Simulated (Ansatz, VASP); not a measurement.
**One calculation of Au, two programs**

```
Au
1.0
    -1.78985    1.78985    1.72356
     1.78985   -1.78985    1.72356
     1.78985    1.78985   -1.72356
Au
1
Cartesian
  0.0000 0.0000 0.0000
```

Change from the starting cell: strain +0.080 along x and y, +0.040 along z, atoms carried along.

Alike in both runs: task single point; functional r2SCAN; k mesh 24 × 24 × 24; occupations gaussian, width 0.15 eV; no spin polarisation.

```csv
,VASP,Ansatz
version,VASP 6.6.1,Ansatz 0.2.0
potentials or method,"VASP PAW PBE potentials, release 64 (Au), cutoff 520 eV","scalar-relativistic, plane waves, PAW"
valence electrons in the cell,11,19
```

```tsv
	VASP	Ansatz	Ansatz less VASP
gap on the k mesh at the Fermi level (eV)	none	none	-
pressure (GPa)	-17.4	-17.4	-0.03
traceless stress, the component that is largest in VASP (GPa)	-0.21	-0.21	0.000
```

VASP's potentials were made for PBE, not for r2SCAN. A gap of «none» marks a metal or a gap that the smearing closes. The functional is the same, so the differences come from potentials, cutoffs and numerics. VASP's potentials hold 11 valence electrons a cell and Ansatz's 19, so a difference there can come from the potentials and not from the codes.

Spin-orbit coupling is off throughout.
